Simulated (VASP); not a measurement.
Crystal: P.

```
P
1.0
    -1.69151    2.51517    1.85894
     1.69151   -2.51517    1.85894
     1.69151    2.51517   -1.85894
P
2
Direct
  0.69669 0.94669 0.75000
  0.30331 0.05331 0.25000
```

Base run:

- Program: VASP 6.6.1
- Functional: PBE
- Potentials or basis: VASP PAW PBE potentials, release 64 (P)
- Cutoff: 520 eV
- k mesh: 11 × 11 × 11
- Occupations: fermi-dirac, width 0.05 eV
- Spin: no spin polarisation

Its results: band gap on the k mesh zero (band 5 reaches 9.39 eV, above the bottom of band 6 at 8.85 eV); pressure 2.4 GPa; largest force 0.326 eV/Å.

Task: The run is repeated on the same cell with these changes: functional from PBE to PBEsol; k mesh from 11 × 11 × 11 to 6 × 6 × 6. What comes out?

Result: Band gap on the k mesh zero (band 5 reaches 9.59 eV, above the bottom of band 6 at 8.81 eV); pressure -0.5 GPa; largest force 0.258 eV/Å.

Several settings changed at once, so the effect can't be laid on one alone.

Caveats: some runs use coarse meshes; the PAW data sets were made with another functional, which shifts forces and pressure a little (some runs).
